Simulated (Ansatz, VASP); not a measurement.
## Two plane-wave programs on Sc

INCAR

```
SYSTEM = Sc
ALGO = Normal
EDIFF = 1E-6
ENCUT = 500
GGA = PE
GGA_COMPAT = .FALSE.
ISIF = 2
ISMEAR = 0
LASPH = .TRUE.
LCHARG = .FALSE.
LREAL = .FALSE.
LWAVE = .FALSE.
NBANDS = 12
NELM = 120
PREC = Accurate
SIGMA = 0.1
```

KPOINTS

```
k-points
0
G
  6 6 6
  0 0 0
```

The input POSCAR:

```
Sc
1.0
   -1.9536167741      1.9536167741      1.9536167741
    1.9536167741     -1.9536167741      1.9536167741
    1.9536167741      1.9536167741     -1.9536167741
Sc
1
Direct
    0.0000000000      0.0000000000      0.0000000000
```

Input for Ansatz:

```yaml
crystal:
  lattice:
    - [-1.9536167741, 1.9536167741, 1.9536167741]
    - [1.9536167741, -1.9536167741, 1.9536167741]
    - [1.9536167741, 1.9536167741, -1.9536167741]
  atoms:
    - { symbol: Sc, position: [0.0, 0.0, 0.0] }
basis:
  ecutwfc: 420
kpoints:
  mp_grid: { grid: [6, 6, 6] }
hamiltonian:
  xc: pbe
scf:
  occupations: { method: gaussian, width: 0.1 }
output:
  forces: true
  stress: true
  eigenvalues: true
```

Alike in both runs: task single point; functional PBE; k mesh 6 × 6 × 6; occupations gaussian, width 0.1 eV; no spin polarisation.

|  | VASP | Ansatz |
| --- | --- | --- |
| version | VASP 6.6.1 | Ansatz 0.2.0 |
| potentials or method | VASP PAW PBE potentials, release 64 (Sc_sv), cutoff 500 eV | scalar-relativistic, plane waves, PAW |
| valence electrons in the cell | 11 | 11 |

```csv
,VASP,Ansatz,Ansatz less VASP
gap on the k mesh at the Fermi level (eV),none,none,-
pressure (GPa),-7.2,-7.2,0.00
```

A gap of «none» marks a metal or a gap that the smearing closes.

The k mesh is coarse, so the values compare programs but aren't converged.
